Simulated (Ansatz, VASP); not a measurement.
# One calculation of Na, two programs

```
CELL_PARAMETERS angstrom
-2.11750 2.11750 2.05397
2.11750 -2.11750 2.05397
2.11750 2.11750 -2.05397
ATOMIC_POSITIONS crystal
Na 0.00000 0.00000 0.00000
```

Change from the starting cell: strain +0.000 along x and y, -0.030 along z, atoms carried along.

Alike in both runs: task single point; functional PBEsol; k mesh 16 × 16 × 16; occupations gaussian, width 0.15 eV; no spin polarisation.

|  | VASP | Ansatz |
| --- | --- | --- |
| version | VASP 6.6.1 | Ansatz 0.2.0 |
| potentials or method | VASP PAW PBE potentials, release 64 (Na_pv), cutoff 520 eV | scalar-relativistic, plane waves, PAW |
| valence electrons in the cell | 7 | 9 |

|  | VASP | Ansatz | Ansatz less VASP |
| --- | --- | --- | --- |
| gap on the k mesh at the Fermi level (eV) | none | none | - |
| pressure (GPa) | -0.1 | -0.1 | +0.02 |

VASP's potentials were made for PBE, not for PBEsol. A gap of «none» marks a metal or a gap that the smearing closes. With one functional, cell and mesh, what is left measures potentials, basis and numerics. VASP's potentials hold 7 valence electrons a cell and Ansatz's 9, so a difference there can come from the potentials and not from the codes.
